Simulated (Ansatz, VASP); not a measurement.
C: VASP beside Ansatz

File INCAR:

```
SYSTEM = C
PREC = Accurate
ENCUT = 600
EDIFF = 1E-7
ISMEAR = 0
SIGMA = 0.02
LREAL = .False.
LASPH = .True.
NELM = 120
ALGO = Normal
ISIF = 3
LWAVE = .False.
LCHARG = .False.
GGA = PE
IBRION = 2
NSW = 100
EDIFFG = -0.002
GGA_COMPAT = .False.
NELMIN = 4
```

File KPOINTS:

```
Automatic mesh
0
Gamma
  12 12 12
  0 0 0
```

File POSCAR:

```
C
1.0
    0.0000000000      1.7800000000      1.7800000000
    1.7800000000      0.0000000000      1.7800000000
    1.7800000000      1.7800000000      0.0000000000
C
2
Direct
    0.0000000000      0.0000000000      0.0000000000
    0.2500000000      0.2500000000      0.2500000000
```

Input for Ansatz:

```yaml
crystal:
  lattice:
    - [0.0, 1.78, 1.78]
    - [1.78, 0.0, 1.78]
    - [1.78, 1.78, 0.0]
  atoms:
    - { symbol: C, position: [0.0, 0.0, 0.0] }
    - { symbol: C, position: [0.25, 0.25, 0.25] }
basis:
  ecutwfc: 420
kpoints:
  mp_grid: { grid: [12, 12, 12] }
hamiltonian:
  xc: pbe
  pseudopotentials: { kind: paw, azcp: { folder: soft_1 } }
scf:
  occupations: { method: gaussian, width: 0.02 }
output:
  forces: true
  stress: true
  eigenvalues: true
  write_density: true
  write_potential: true
  elf: true
  volumetric_format: npy
relax:
  adjacent_minimum: "off"
  f_tol: 0.002
  max_steps: 80
  cell: { stress_tol: 0.02 }
```

Alike in both runs: task relaxation of cell and atoms; functional PBE; k mesh 12 × 12 × 12; occupations gaussian, width 0.02 eV; no spin polarisation.

|  | VASP | Ansatz |
| --- | --- | --- |
| version | VASP 6.6.1 | Ansatz 0.2.0 |
| potentials or method | VASP PAW PBE potentials, release 64 (C), cutoff 600 eV | scalar-relativistic, plane waves, PAW |
| valence electrons in the cell | 8 | 8 |

VASP gave:

```
gap on the k mesh at the Fermi level, each at its own relaxed structure (eV) : 4.14
relaxed volume (Å³/atom)                                                     : 5.70
relaxed cell length with the largest relative difference (Å)                 : 2.526
```

**Question.** What did Ansatz give for the same quantities?

**Answer.** gap on the k mesh at the Fermi level, each at its own relaxed structure (eV): 4.15; relaxed volume (Å³/atom): 5.70; relaxed cell length with the largest relative difference (Å): 2.526.
